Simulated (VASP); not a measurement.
Pt, 2 atoms in the cell. Symmetry: P6_3/mmc, No. 194, hexagonal system. The conventional cell has a = 2.761 Å, b = 2.761 Å, c = 4.473 Å, α = 90.00°, β = 90.00°, γ = 120.00°. Within 3.6 Å of Pt (site symmetry -6m2) lie 12 Pt at 2.75 to 2.76 Å. 

- Program: VASP 6.6.1
- Task: relaxation of cell and atoms
- Functional: LDA
- Potentials or basis: VASP PAW LDA potentials, release 64 (Pt)
- Cutoff: 600 eV
- k mesh: 16 × 16 × 9
- Occupations: fermi-dirac, width 0.08 eV
- Spin: no spin polarisation
- Dipole correction: no
- Further INCAR settings: ALGO = Normal; EDIFF = 1e-06; IBRION = 2; EDIFFG = -0.005; NSW = 60; ISIF = 3

Potentials or basis: VASP PAW LDA potentials, release 64 (Pt).

The run is started by

```bash
$ cat potpaw_LDA.64/Pt/POTCAR > POTCAR
$ mpirun -np 1 vasp_std > vasp.out
```

Hardware: 1 thread of Intel(R) Xeon(R) 6975P-C (Granite Rapids), with other jobs on the host.

Q: How long does it take, and how much memory?

A: It took 70 s on 1 thread of Intel(R) Xeon(R) 6975P-C (Granite Rapids), with other jobs on the host, peak memory 0.2 GiB. Counts: scf iterations 45, k points 150, ion steps 7.
